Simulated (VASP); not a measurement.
## TaC2: single point with PBE

The system is TaC2.

```xyz
6
Lattice="1.5857 -1.5857 -2.9543 1.5857 -1.5857 2.9543 -3.1714 -3.1714 0.0000" Properties=species:S:1:pos:R:3 pbc="T T T"
Ta   -1.5857   -4.7571   -2.9543
Ta    0.0000   -3.1714    0.0000
C     0.0000   -3.1714    2.2622
C    -1.5857   -4.7571   -0.6921
C     0.0000   -3.1714   -2.2622
C    -1.5857   -4.7571    0.6921
```

| Property | Result |
| --- | --- |
| Program | VASP 6.6.1 |
| Task | single point |
| Functional | PBE |
| Potentials or basis | VASP PAW PBE potentials, release 64 (Ta_pv, C) |
| Cutoff | 520 eV |
| k mesh | 6 × 6 × 6 |
| Occupations | gaussian, width 0.2 eV |
| Spin | no spin polarisation |
| Dipole correction | no |
| Further INCAR settings | ALGO = Normal; EDIFF = 1e-07; NBANDS = 28 |

The pressure is 1.0 GPa, the largest force is 0.005 eV/Å and the band gap on the k mesh is zero (band 19 reaches 9.49 eV, above the bottom of band 20 at 5.11 eV).

Forces on the atoms (eV/Å):
```
Ta   0.000  0.000  0.000
Ta   0.000  0.000  0.000
C    0.000  0.000 -0.005
C    0.000  0.000 -0.005
C    0.000  0.000  0.005
C    0.000  0.000  0.005
```

Stress tensor (GPa, compression positive):
```
 1.28 -0.20  0.00
-0.20  1.28  0.00
 0.00  0.00  0.52
```

Levels at points of the mesh, in eV from the Fermi level:
```tsv
k point	band 15	band 16	band 17	band 18	band 19	band 20	band 21	band 22	band 23	band 24
(0.00, 0.00, 0.00)	-4.50	-3.09	-3.09	-2.91	-2.90	-2.82	-0.76	1.00	2.11	3.55
(0.50, 0.00, 0.00)	-3.71	-3.71	-2.00	-2.00	0.38	0.38	1.29	1.29	2.33	2.33
(0.50, 0.50, 0.00)	-4.42	-4.41	-3.79	-3.06	-0.76	1.36	1.36	1.45	3.56	3.58
(0.00, 0.00, 0.50)	-4.78	-4.78	-4.70	-4.70	1.54	1.54	1.82	1.82	2.47	2.47
(0.50, 0.00, 0.50)	-4.77	-4.77	0.74	0.74	1.43	1.43	1.43	1.43	2.18	2.18
(0.50, 0.50, 0.50)	-4.27	-4.27	-0.34	-0.34	0.19	0.19	0.89	0.89	3.20	3.20
```

It took 40 s on 1 thread of Intel(R) Xeon(R) Platinum 8488C (Sapphire Rapids), on a shared host, peak memory 0.21 GiB.

Caveat: spin-orbit coupling is left out, which moves the levels of the heavy elements.
